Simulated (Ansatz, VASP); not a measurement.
# Mg5Te2: VASP beside Ansatz

```
Mg Te
1.0
     2.95554    1.70638    6.93948
    -2.95554    1.70638    6.93948
     0.00000   -3.41276    6.93948
Mg Te
5 2
Direct
  0.50000 0.50000 0.00000
  0.00000 0.50000 0.50000
  0.50000 0.00000 0.50000
  0.92167 0.92167 0.92167
  0.07833 0.07833 0.07833
  0.78427 0.78427 0.78427
  0.21573 0.21573 0.21573
```

Alike in both runs: functional PBE; k mesh 3 × 3 × 3; occupations gaussian, width 0.2 eV; no spin polarisation.

Ansatz relaxed the structure, and its values are those at the end. VASP's run is a single point on that final structure, the one shown.

```csv
,VASP,Ansatz
version,VASP 6.6.1,Ansatz 0.2.0
potentials or method,"VASP PAW PBE potentials, release 64 (Mg, Te), cutoff 600 eV","scalar-relativistic, plane waves, PAW"
valence electrons in the cell,22,82
```

Ansatz gave:

```
gap on the k mesh at the Fermi level (eV) : none
pressure (GPa)                            : 0.1
rms of the force components (eV/Å)        : 0.013
```

**Question.** Estimate VASP's values.

**Answer.** gap on the k mesh at the Fermi level (eV): none; pressure (GPa): 0.0; rms of the force components (eV/Å): 0.015.

A gap of «none» marks a metal or a gap that the smearing closes. The functional is the same, so the differences come from potentials, cutoffs and numerics. VASP's potentials hold 22 valence electrons a cell and Ansatz's 82, so a difference there can come from the potentials and not from the codes.

The k mesh is coarse, so the values compare programs but aren't converged. Neither program's run includes spin-orbit coupling.
